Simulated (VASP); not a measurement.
A run of VASP 6.6.1 is set up as follows.

File INCAR:

```
SYSTEM = MnS
ALGO     = Normal         ! electronic algorithm
EDIFF    = 1E-6           ! SCF threshold, eV
ENCUT    = 520            ! plane-wave cutoff, eV
GGA      = PS             ! functional
ISIF     = 2              ! what is computed and relaxed
ISMEAR   = -1             ! smearing method
ISPIN    = 2              ! spin polarisation
LASPH    = .True.         ! aspherical terms in the spheres
LCHARG   = .True.         ! write CHGCAR
LELF     = .True.         ! ELF
LMAXMIX  = 4              ! l up to which the mixer works
LORBIT   = 11             ! projections on sites
LREAL    = .False.        ! projectors in reciprocal space
LVHAR    = .True.       
LWAVE    = .False.        ! write WAVECAR
MAGMOM   = 4 0            ! initial moments
NBANDS   = 20             ! bands
NELM     = 150            ! most SCF steps
PREC     = Accurate       ! precision mode
SIGMA    = 0.05           ! smearing width, eV
```

Contents of KPOINTS:

```
k-points
0
Gamma
  9 9 9
  0 0 0
```

POSCAR

```
MnS
1.0
    0.0000000000      2.6045000000      2.6045000000
    2.6045000000      0.0000000000      2.6045000000
    2.6045000000      2.6045000000      0.0000000000
Mn S
1 1
Direct
    0.0000000000      0.0000000000      0.0000000000
    0.5000000000      0.5000000000      0.5000000000
```

Potentials or basis: VASP PAW PBE potentials, release 64 (Mn_pv, S).

The run is started by

```bash
$ cat potpaw_PBE.64/Mn_pv/POTCAR potpaw_PBE.64/S/POTCAR > POTCAR
$ mpirun -np 1 vasp_std > vasp.out
```

(1) Estimate the net moment.

(2) What does it give for the site moments?

(3) What does it give for the pressure?

Answers

(1) 4.69 μB per cell.

(2) Mn +4.23; S +0.10 μB.

(3) -7.2 GPa.

Caveat: the PAW data sets were made with another functional, which shifts forces and pressure a little; a cell with one magnetic atom can't hold antiferromagnetic order, which such compounds often take.
